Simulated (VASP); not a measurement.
## ZnCu: single point with PBE

The system is ZnCu.

```
Zn Cu
1.0
     2.70940    0.00000    0.00000
     0.00000    2.70940    0.00000
     0.00000    0.00000    2.82720
Zn Cu
1 1
Direct
  0.50000 0.50000 0.50000
  0.00000 0.00000 0.00000
```

This cell differs from its parent crystal: strain -0.080 along x and y, -0.040 along z.

```json
{
  "Program": "VASP 6.6.1",
  "Task": "single point",
  "Functional": "PBE",
  "Potentials or basis": "VASP PAW PBE potentials, release 64 (Zn, Cu)",
  "Cutoff": "520 eV",
  "k mesh": "16 × 16 × 16",
  "Occupations": "gaussian, width 0.15 eV",
  "Spin": "no spin polarisation"
}
```

```yaml
Pressure: 46.9 GPa
Band_gap_on_the_k_mesh: zero (an odd number of electrons rules out a gap without spin polarisation)
```

Stress tensor (GPa, compression positive):
```
47.03  0.00  0.00
 0.00 47.03  0.00
 0.00  0.00 46.64
```

Levels at points of the mesh, in eV from the Fermi level:
```csv
k point,band 9,band 10,band 11,band 12,band 13,band 14,band 15,band 16
"(0.00, 0.00, 0.00)",-3.27,-3.27,-3.22,5.78,7.50,7.50,11.93,13.02
"(0.50, 0.00, 0.00)",-4.21,-4.01,-3.43,-2.20,12.71,13.18,14.27,14.34
"(0.50, 0.50, 0.00)",-3.43,-2.92,-2.48,-2.48,2.97,3.24,15.39,16.35
"(0.00, 0.00, 0.50)",-4.00,-4.00,-3.36,-2.56,13.76,13.76,14.37,14.37
"(0.50, 0.00, 0.50)",-3.36,-3.02,-2.88,-2.78,2.49,2.74,16.68,17.50
"(0.50, 0.50, 0.50)",-3.02,-2.89,4.71,4.71,4.91,4.99,4.99,5.38
```

It took 2 min on 1 thread of AMD EPYC 7R13 Processor (Zen 3), with other jobs on the host, peak memory 0.22 GiB.

Caveat: the cell differs from its parent crystal (strain -0.080 along x and y, -0.040 along z); the cell stands under pressure.
